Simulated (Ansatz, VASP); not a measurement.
Two plane-wave programs on PbSe

The input INCAR:

```
SYSTEM = PbSe
PREC     = Accurate       ! precision mode
ENCUT    = 520            ! plane-wave cutoff, eV
EDIFF    = 1E-6           ! SCF threshold, eV
ISMEAR   = 0              ! smearing method
SIGMA    = 0.03           ! smearing width, eV
LREAL    = .FALSE.        ! projectors in reciprocal space
LASPH    = .TRUE.         ! aspherical terms in the spheres
NELM     = 60             ! most SCF steps
ALGO     = Normal         ! electronic algorithm
ISIF     = 2              ! what is computed and relaxed
LWAVE    = .FALSE.        ! write WAVECAR
LCHARG   = .TRUE.         ! write CHGCAR
GGA      = PE             ! functional
IVDW     = 12             ! dispersion correction
LELF     = .TRUE.         ! ELF
LVHAR    = .TRUE.       
NBANDS   = 17             ! bands
```

KPOINTS

```
regular mesh
0
G
  10 10 10
  0 0 0
```

The input POSCAR:

```
PbSe
1.0
    0.0000000000      3.2478493596      2.9977649589
    3.2478493596      0.0000000000      2.9977649589
    3.2478493596      3.2478493596      0.0000000000
Pb Se
1 1
Direct
    0.0000000000      0.0000000000      0.0000000000
    0.5000000000      0.5000000000      0.5000000000
```

Input for Ansatz:

```yaml
crystal:
  lattice:
    - [0.0, 3.2478493596, 2.9977649589]
    - [3.2478493596, 0.0, 2.9977649589]
    - [3.2478493596, 3.2478493596, 0.0]
  atoms:
    - { symbol: Pb, position: [0.0, 0.0, 0.0] }
    - { symbol: Se, position: [0.5, 0.5, 0.5] }
basis:
  ecutwfc: 420
kpoints:
  mp_grid: { grid: [10, 10, 10] }
hamiltonian:
  xc: pbe
  dispersion: d3bj
scf:
  occupations: { method: gaussian, width: 0.03 }
output:
  forces: true
  stress: true
  eigenvalues: true
  write_density: true
  write_potential: true
  elf: true
  volumetric_format: npy
```

Alike in both runs: task single point; functional PBE; dispersion D3(BJ); k mesh 10 × 10 × 10; occupations gaussian, width 0.03 eV; no spin polarisation.

|  | VASP | Ansatz |
| --- | --- | --- |
| version | VASP 6.6.1 | Ansatz 0.2.0 |
| potentials or method | VASP PAW PBE potentials, release 64 (Pb_d, Se), cutoff 520 eV | scalar-relativistic, plane waves, PAW |
| valence electrons in the cell | 20 | 30 |

Ansatz gave:

- gap on the k mesh at the Fermi level (eV): 0.41
- least direct gap on the mesh (eV): 0.41
- pressure (GPa): -1.8
- traceless stress, the component that is largest in VASP (GPa): 4.95

Which values does VASP return?

gap on the k mesh at the Fermi level (eV): 0.41; least direct gap on the mesh (eV): 0.41; pressure (GPa): -1.8; traceless stress, the component that is largest in VASP (GPa): 4.96.

VASP's potentials hold 20 valence electrons a cell and Ansatz's 30, so a difference there can come from the potentials and not from the codes. Ansatz's warnings: dispersion switch in reach.

Spin-orbit coupling is off throughout.
